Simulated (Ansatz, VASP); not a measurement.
# Zn6O: VASP beside Ansatz

```
Zn O
1.0
    -3.38517    3.38517    2.53802
     3.38517   -3.38517    2.53802
     3.38517    3.38517   -2.53802
Zn O
6 1
Direct
  0.75000 0.25000 0.50000
  0.25000 0.75000 0.50000
  0.70859 0.70859 0.41717
  0.29141 0.29141 0.58283
  0.70859 0.29141 0.00000
  0.29141 0.70859 0.00000
  0.50000 0.50000 0.00000
```

Alike in both runs: functional PBE; k mesh 4 × 4 × 4; occupations gaussian, width 0.2 eV; no spin polarisation.

Ansatz relaxed the structure, and its values are those at the end. VASP's run is a single point on that final structure, the one shown.

```csv
,VASP,Ansatz
version,VASP 6.6.1,Ansatz 0.2.0
potentials or method,"VASP PAW PBE potentials, release 64 (Zn, O), cutoff 520 eV","scalar-relativistic, plane waves, PAW"
valence electrons in the cell,78,78
```

```tsv
	VASP	Ansatz	Ansatz less VASP
gap on the k mesh at the Fermi level (eV)	none	none	-
pressure (GPa)	0.8	0.3	-0.43
rms of the force components (eV/Å)	0.056	0.031	-0.0250
```

A gap of «none» marks a metal or a gap that the smearing closes. With one functional, cell and mesh, what is left measures potentials, basis and numerics.

The k mesh is coarse, so the values compare programs but aren't converged.
